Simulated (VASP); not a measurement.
A run of VASP 6.6.1 is set up as follows.

File INCAR:

```
SYSTEM = GaSb
PREC = Accurate ; ENCUT = 520
EDIFF = 1E-7 ; ISMEAR = 0
SIGMA = 0.15 ; LREAL = .FALSE.
LASPH = .TRUE. ; NELM = 100
ALGO = Normal ; ISIF = 2
LWAVE = .FALSE. ; LCHARG = .FALSE.
GGA = PE ; NBANDS = 16
```

File KPOINTS:

```
Automatic mesh
0
G
  16 16 16
  0 0 0
```

File POSCAR:

```
GaSb
1.0
   -2.8950000000      2.8950000000      1.7709000000
    2.8950000000     -2.8950000000      1.7709000000
    2.8950000000      2.8950000000     -1.7709000000
Ga Sb
1 1
Direct
    0.2500000000      0.7500000000      0.5000000000
    0.0000000000      0.0000000000      0.0000000000
```

Potentials or basis: VASP PAW PBE potentials, release 64 (Ga_d, Sb).

The run is started by

```sh
$ cat potpaw_PBE.64/Ga_d/POTCAR potpaw_PBE.64/Sb/POTCAR > POTCAR
$ mpirun -np 1 vasp_std > vasp.out
```

(1) Predict the pressure.

(2) What does it give for the band gap on the k mesh?

Results:

(1) -6.2 GPa.

(2) zero (bands 9 and 10 overlap by 3.95 eV).

Caveat: the cell stands under tension; spin-orbit coupling is left out, which moves the levels of the heavy elements.
